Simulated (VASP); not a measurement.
# MgInF5 (P1) in VASP: settings compared

Aim: see how the results for MgInF5 move with the level of theory and the settings. Levels: r2SCAN, RPBE. Tasks: single point.

Program: VASP 6.6.1. These are calculated values, not measurements. Logs are shortened: lines on timing, memory, paths and dates and some standing lists are left out, and cuts for length are marked.

### Step 1. The cell of the first run

The typed cell holds 7 atoms: a = 3.880 Å, b = 5.378 Å, c = 5.472 Å, α = 91.69°, β = 111.05°, γ = 65.82°.

### Step 2. Single point, r2SCAN

Input file POSCAR:

```
MgInF5
1.0
    0.0603132500     -0.0848845000      3.8782730500
    3.7438811100     -3.2555811800      2.0743475700
    3.8114019200      3.4073197700     -1.9506230900
Mg In F
1 1 5
Direct
    0.0209000000      0.9960810000      0.0012140000
    0.9914050000      0.5010880000      0.4886190000
    0.9881290000      0.7342130000      0.7401250000
    0.0114360000      0.2595670000      0.2599540000
    0.4990200000      0.5215510000      0.4959920000
    0.6770370000      0.7955680000      0.1856870000
    0.2676160000      0.2321190000      0.7878990000
```

Input file INCAR.step1:

```
PREC = Accurate ; ENCUT = 520
ISMEAR = -1 ; SIGMA = 0.1
LREAL = F ; LASPH = T
NELM = 100 ; NBANDS = 34
GGA = PE ; ALGO = Normal
EDIFF = 1E-4 ; LWAVE = T
LCHARG = F
```

Input file INCAR.step2:

```
PREC = Accurate ; ENCUT = 520
EDIFF = 1E-6 ; ISMEAR = -1
SIGMA = 0.1 ; LREAL = F
LASPH = T ; NELM = 100
ALGO = Normal ; ISIF = 2
LWAVE = F ; LCHARG = F
METAGGA = R2SCAN ; LMIXTAU = T
NBANDS = 34 ; ISTART = 1
```

Input file KPOINTS:

```
Automatic mesh
0
Gamma
  6 4 4
  0 0.5 0
```

Potentials or basis: VASP PAW PBE potentials, release 64 (Mg, In_d, F).

Run with:

```sh
$ cat potpaw_PBE.64/Mg/POTCAR potpaw_PBE.64/In_d/POTCAR potpaw_PBE.64/F/POTCAR > POTCAR
$ cp INCAR.step1 INCAR
$ mpirun -np 1 vasp_std > vasp.out
$ cp INCAR.step2 INCAR
$ mpirun -np 1 vasp_std > vasp.out
```

OUTCAR:

```text
PREC = Accurate
   ENCUT = 520
   EDIFF = 1E-6
   ISMEAR = -1
   LREAL = F
   LASPH = T
   NELM = 100
   ISIF = 2
   METAGGA = R2SCAN
   ISTART = 1

 ion  position               nearest neighbor table
   1  0.021  0.996  0.001-   4 1.97   3 1.98   6 2.15   7 2.40   7 2.47   6 2.48   2 3.66   2 3.75
                             2 3.81   2 3.84
   2  0.991  0.501  0.489-   4 1.77   3 1.83   7 1.88   5 1.88   6 1.97   5 2.00   1 3.66   1 3.75
                             1 3.81   1 3.84
   3  0.988  0.734  0.740-   2 1.83   1 1.98
   4  0.011  0.260  0.260-   2 1.77   1 1.97
   5  0.499  0.522  0.496-   2 1.88   2 2.00
   6  0.677  0.796  0.186-   2 1.97   1 2.15   1 2.48
   7  0.268  0.232  0.788-   2 1.88   1 2.40   1 2.47

  LATTYP: Found a triclinic cell.
 ALAT       =     5.4718866079
 B/A-ratio  =     0.9967055946
 C/A-ratio  =     0.9474282541
 COS(alpha) =     0.0088404229
 COS(beta)  =     0.2381164160
 COS(gamma) =     0.7478207847

  Lattice vectors:

 A1 = (   3.8114019200,   3.4073197700,  -1.9506230900)
 A2 = (   3.8717151700,   3.3224352700,   1.9276499600)
 A3 = (   3.6835678600,  -3.1706966800,  -1.8039254800)

Analysis of symmetry for initial positions (statically):
=====================================================================
 Subroutine PRICEL returns:
 Original cell was already a primitive cell.

 Routine SETGRP: Setting up the symmetry group for a
 triclinic supercell.

 Subroutine GETGRP returns: Found  1 space group operations
 (whereof  1 operations were pure point group operations)
 out of a pool of  2 trial point group operations.

The static configuration has the point symmetry C_1 .

Analysis of symmetry for dynamics (positions and initial velocities):
=====================================================================
 Subroutine PRICEL returns:
 Original cell was already a primitive cell.

 Routine SETGRP: Setting up the symmetry group for a
 triclinic supercell.

 Subroutine GETGRP returns: Found  1 space group operations
 (whereof  1 operations were pure point group operations)
 out of a pool of  2 trial point group operations.

The dynamic configuration has the point symmetry C_1 .

 Subroutine INISYM returns: Found  1 space group operations
 (whereof  1 operations are pure point group operations),
 and found     1 'primitive' translations

----------------------------------------------------------------------------------------

                                     Primitive cell

  volume of cell :      96.2622

  direct lattice vectors                    reciprocal lattice vectors
     0.060313250 -0.084884500  3.878273050    -0.007454160  0.157996366  0.261420744
     3.743881110 -3.255581180  2.074347570     0.135556248 -0.154778409 -0.005495777
     3.811401920  3.407319770 -1.950623090     0.129333804  0.149536234  0.001261584

  length of vectors
     3.879670723  5.377580537  5.471886608     0.305547413  0.205820446  0.197711683

  position of ions in fractional coordinates (direct lattice)
     0.020900000  0.996081000  0.001214000
     0.991405000  0.501088000  0.488619000
     0.988129000  0.734213000  0.740125000
     0.011436000  0.259567000  0.259954000
     0.499020000  0.521551000  0.495992000
     0.677037000  0.795568000  0.185687000
     0.267616000  0.232119000  0.787899000

  ion indices of the primitive-cell ions
   primitive index   ion index
                 1           1
                 2           2
                 3           3
                 4           4
                 5           5
                 6           6
                 7           7

----------------------------------------------------------------------------------------

 KPOINTS: Automatic mesh

Automatic generation of k-mesh.
 Grid dimensions read from file:
 generate k-points for:    6    4    4

 Generating k-lattice:

  Cartesian coordinates                     Fractional coordinates (reciprocal lattice)
    -0.001242360  0.026332728  0.043570124     0.166666667  0.000000000  0.000000000
     0.033889062 -0.038694602 -0.001373944     0.000000000  0.250000000 -0.000000000
     0.032333451  0.037384058  0.000315396     0.000000000  0.000000000  0.250000000

  Length of vectors
     0.050924569  0.051455111  0.049427921

  Shift w.r.t. Gamma in fractional coordinates (k-lattice)
     0.000000000  0.500000000  0.000000000

 Subroutine IBZKPT returns following result:
 ===========================================

 Found     48 irreducible k-points:

 Following reciprocal coordinates:
            Coordinates               Weight
  0.000000  0.125000 -0.000000      2.000000
  0.166667  0.125000  0.000000      2.000000
  0.333333  0.125000  0.000000      2.000000
  0.500000  0.125000  0.000000      2.000000
 -0.333333  0.125000 -0.000000      2.000000
 -0.166667  0.125000 -0.000000      2.000000
[... 16 lines left out ...]
 -0.333333  0.375000  0.250000      2.000000
 -0.166667  0.375000  0.250000      2.000000
 [... further k-points ...]
   k-points           NKPTS =     48   k-points in BZ     NKDIM =     48   number of bands    NBANDS=     34
   number of dos      NEDOS =    301   number of ions     NIONS =      7
   total plane-waves  NPLWV =  50400
   dimension x,y,z NGX =    30 NGY =   40 NGZ =   42
   dimension x,y,z NGXF=    60 NGYF=   80 NGZF=   84
   ions per type =               1   1   5
   NGX,Y,Z   is equivalent  to a cutoff of  12.86, 12.37, 12.76 a.u.
   NGXF,Y,Z  is equivalent  to a cutoff of  25.71, 24.73, 25.52 a.u.
 SYSTEM =  unknown system
   PREC   = accura    normal or accurate (medium, high low for compatibility)
   ISTART =      1    job   : 0-new  1-cont  2-samecut
   ICHARG =      0    charge: 1-file 2-atom 10-const
   ISPIN  =      1    spin polarized calculation?
   LNONCOLLINEAR =      F non collinear calculations
   LSORBIT =      F    spin-orbit coupling
   LASPH  =      T    aspherical Exc in radial PAW
   ENCUT  =  520.0 eV  38.22 Ry    6.18 a.u.   7.21 10.00 10.17*2*pi/ulx,y,z
   NELM   =    100;   NELMIN=  2; NELMDL=  0     # of ELM steps
   EDIFF  = 0.1E-05   stopping-criterion for ELM
   LREAL  =      F    real-space projection
   EDIFFG = 0.1E-04   stopping-criterion for IOM
   NSW    =      0    number of steps for IOM
   IBRION =     -1    ionic relax: 0-MD 1-quasi-New 2-CG
   NFREE  =      0    steps in history (QN), initial steepest desc. (CG)
   ISIF   =      2    stress and relaxation
   ISYM   =      2    0-nonsym 1-usesym 2-fastsym
   POTIM  = 0.5000    time-step for ionic-motion
   TEBEG  =    0.0;   TEEND  =   0.0 temperature during run
   PSTRESS=    0.0 pullay stress
   NELECT =      50.0000    total number of electrons
   NUPDOWN=      -1.0000    fix difference up-down
   EMIN   =  10.00;   EMAX   =-10.00  energy-range for DOS
   EFERMI =   0.00;   METHOD = LEGACY
   ISMEAR =    -1;   SIGMA  =   0.10  broadening in eV -4-tet -1-fermi 0-gaus
   EFERMI_NEDOS =   21; number of points for ismear=-14 and -15
   IALGO  =     38    algorithm
   IMIX   =      4    mixing-type and parameters
     AMIX     =   0.40;   BMIX     =  1.00
     AMIX_MAG =   1.60;   BMIX_MAG =  1.00
  volume/ion in A,a.u.               =      13.75        92.80
  Fermi-wavevector in a.u.,A,eV,Ry     =   1.315971  2.486824 23.562289  1.731779
  Thomas-Fermi vector in A             =   2.446116
   LORBIT       =      0    0 simple, 1 ext, 2 COOP (PROOUT), +10 PAW based schemes
   METAGGA = R2SCAN    functional components
   LHFCALC =     F    Hartree Fock is set to
   AEXX    =    0.0000 exact exchange contribution
   IVDW    =     0    specifies the selected vdW correction
   LEPSILON=     F    determine dielectric tensor
   LRPA    =     F    only Hartree local field effects (RPA)
 non-spin polarized calculation
  energy-cutoff  :      520.00
  volume of cell :       96.26
 maximum number of plane-waves:      2610
 NGX is ok and might be reduce to    30
   NGX = 15   NGY = 19   NGZ = 21

 number of electron      50.0000003 magnetization

 Free energy of the ion-electron system (eV)
  ---------------------------------------------------
  ext. energy  EPLUGINS =         0.00000000
  ---------------------------------------------------
  free energy    TOTEN  =       -61.03892847 eV

  energy without entropy =      -61.03892847  energy(sigma->0) =      -61.03892847

 E-fermi :   1.2231     XC(G=0):  -9.4978

 val. band max:       -1.0737792954   @ k =   0.5000   0.1250   0.2500
 cond. band min:       4.8551869691   @ k =   0.0000   0.1250  -0.0000
 fundamental gap:      5.9289662645
 Fermi energy:         1.2231278910

 k-point     1 :       0.0000    0.1250   -0.0000
  band No.  band energies     occupation
      1     -24.1169      2.00000
      2     -23.7637      2.00000
      3     -23.2285      2.00000
      4     -23.0616      2.00000
      5     -22.8006      2.00000
      6     -11.5013      2.00000
[... 26 lines left out ...]
     33      14.4530      0.00000
     34      15.2735      0.00000

 k-point     2 :       0.1667    0.1250    0.0000
  band No.  band energies     occupation
      1     -24.0803      2.00000
      2     -23.7080      2.00000
      3     -23.2312      2.00000
      4     -23.0713      2.00000
      5     -22.7830      2.00000
      6     -11.5280      2.00000
[... 26 lines left out ...]
     33      14.0924      0.00000
     34      14.5102      0.00000

 k-point     3 :       0.3333    0.1250    0.0000
  band No.  band energies     occupation
      1     -24.0125      2.00000
      2     -23.5600      2.00000
      3     -23.2237      2.00000
      4     -23.0783      2.00000
      5     -22.8061      2.00000
      6     -12.0001      2.00000
[... 26 lines left out ...]
     33      13.2851      0.00000
     34      13.7629      0.00000
[... 704 lines left out ...]
 k-point    23 :      -0.3333    0.3750    0.2500
  band No.  band energies     occupation
      1     -23.9898      2.00000
      2     -23.5633      2.00000
      3     -23.2090      2.00000
      4     -23.0453      2.00000
      5     -22.8846      2.00000
      6     -11.9900      2.00000
[... 26 lines left out ...]
     33      13.7249      0.00000
     34      14.8818      0.00000

 k-point    24 :      -0.1667    0.3750    0.2500
  band No.  band energies     occupation
      1     -24.0275      2.00000
      2     -23.7236      2.00000
      3     -23.2118      2.00000
      4     -23.0731      2.00000
      5     -22.8540      2.00000
      6     -11.5537      2.00000
[... 26 lines left out ...]
     33      14.5392      0.00000
     34      15.5868      0.00000

 [... further k-points ...]

------------------------ aborting loop because EDIFF is reached ----------------------------------------

  FORCE on cell =-STRESS in cart. coord.  units (eV):
  Direction    XX          YY          ZZ          XY          YZ          ZX
  --------------------------------------------------------------------------------------
  -------------------------------------------------------------------------------------
  Total       22.9910052     13.4175590      8.2603506      0.5779887     -0.0406620     -0.8827171
  in kB      382.6598419    223.3204225    137.4843952      9.6199827     -0.6767747    -14.6918501
  external PRESSURE =     247.8215532 kB  Pullay stress =       0.0000000 kB

 VOLUME and BASIS-vectors are now :
 -----------------------------------------------------------------------------
  energy-cutoff  :      520.00
  volume of cell :       96.26
      direct lattice vectors                 reciprocal lattice vectors
     0.060313250 -0.084884500  3.878273050    -0.007454160  0.157996366  0.261420744
     3.743881110 -3.255581180  2.074347570     0.135556248 -0.154778409 -0.005495777
     3.811401920  3.407319770 -1.950623090     0.129333804  0.149536234  0.001261584

 POSITION                                       TOTAL-FORCE (eV/Angst)
 -----------------------------------------------------------------------------------
      3.73510     -3.24046      2.14491        -0.201841     -0.083621      0.242837
      3.79813     -0.05061      3.93126         2.116912     -1.939670      2.553559
      5.62932      0.04768      3.91154         7.375847     -0.179005      0.170114
      1.96327      0.03973      0.07571        -9.372670      0.106114      0.086090
      3.87315     -0.05031      2.04972         0.049236     -0.295036     -2.882533
      3.72707     -2.01481      3.91381         0.087287     -3.621404     -0.201887
      3.88817      1.90623     -0.01751        -0.054771      6.012621      0.031821
 -----------------------------------------------------------------------------------
    total drift:                                0.006146      0.001730     -0.000035

  FREE ENERGIE OF THE ION-ELECTRON SYSTEM (eV)
  ---------------------------------------------------
  free  energy   TOTEN  =       -61.0389284718 eV

  energy  without entropy=      -61.0389284717  energy(sigma->0) =      -61.03892847
```

Wall time 7.3 min (1 thread of AMD EPYC 9R45 (Zen 5), shared host); peak memory 0.28 GiB.

Results:

```yaml
Free_energy: -61.0389 eV
Pressure: 24.8 GPa
Largest_force: 9.374 eV/Å
Band_gap_on_the_k_mesh: 5.93 eV (least direct gap 6.28 eV)
```

Forces in eV/Å, atoms in the order of the input:
```
Mg  -0.202 -0.084  0.243
In   2.117 -1.940  2.554
F    7.376 -0.179  0.170
F   -9.373  0.106  0.086
F    0.049 -0.295 -2.883
F    0.087 -3.621 -0.202
F   -0.055  6.013  0.032
```

Caveat: the stress differs along the axes, from 14 to 38 GPa; the PAW data sets were made with another functional, which shifts forces and pressure a little; spin-orbit coupling is left out, which moves the levels of the heavy elements; a shifted mesh leaves out Γ, where band edges can lie.

### Step 3. Single point, RPBE

Input file INCAR:

```
SYSTEM = MgInF5
ALGO = Normal
EDIFF = 1E-7
ENCUT = 520
GGA = RP
ISIF = 2
ISMEAR = -1
LASPH = .True.
LCHARG = .True.
LELF = .True.
LREAL = .False.
LVHAR = .True.
LWAVE = .False.
NBANDS = 34
NELM = 100
PREC = Accurate
SIGMA = 0.1
```

Input file KPOINTS:

```
Automatic mesh
0
Gamma
  8 5 5
  0 0.5 0
```

POSCAR is that of step 2.

Potentials or basis: VASP PAW PBE potentials, release 64 (Mg, In_d, F).

Run with:

```sh
$ cat potpaw_PBE.64/Mg/POTCAR potpaw_PBE.64/In_d/POTCAR potpaw_PBE.64/F/POTCAR > POTCAR
$ mpirun -np 1 vasp_std > vasp.out
```

Run time: 3.4 min. Hardware: 1 thread of AMD EPYC 9R45 (Zen 5), shared host; peak memory 0.39 GiB.

Results (log left out):

| Quantity | Value |
| --- | --- |
| Free energy | -27.8173 eV |
| Pressure | 31.8 GPa |
| Largest force | 9.539 eV/Å |
| Band gap on the k mesh | 5.35 eV (least direct gap 5.73 eV) |

Forces on the atoms (eV/Å):
```
Mg  -0.213 -0.113  0.181
In   2.021 -1.954  2.591
F    7.588 -0.173  0.151
F   -9.538  0.112  0.079
F    0.092 -0.307 -2.913
F    0.071 -3.892 -0.120
F   -0.021  6.328  0.031
```

Stress tensor (GPa, compression positive):
```
45.48  1.16 -1.45
 1.16 29.08 -0.02
-1.45 -0.02 20.85
```

Levels at points of the mesh, in eV from the valence-band top:
```tsv
k point	band 22	band 23	band 24	band 25	band 26	band 27	band 28	band 29
(0.00, 0.50, 0.00)	-1.34	-1.19	-1.01	-0.10	7.21	7.72	11.21	11.83
(0.50, 0.50, 0.00)	-1.07	-0.76	-0.61	-0.11	8.70	9.54	11.37	11.57
```

Caveat: the stress differs along the axes, from 21 to 45 GPa; the PAW data sets were made with another functional, which shifts forces and pressure a little; spin-orbit coupling is left out, which moves the levels of the heavy elements; a shifted mesh leaves out Γ, where band edges can lie.
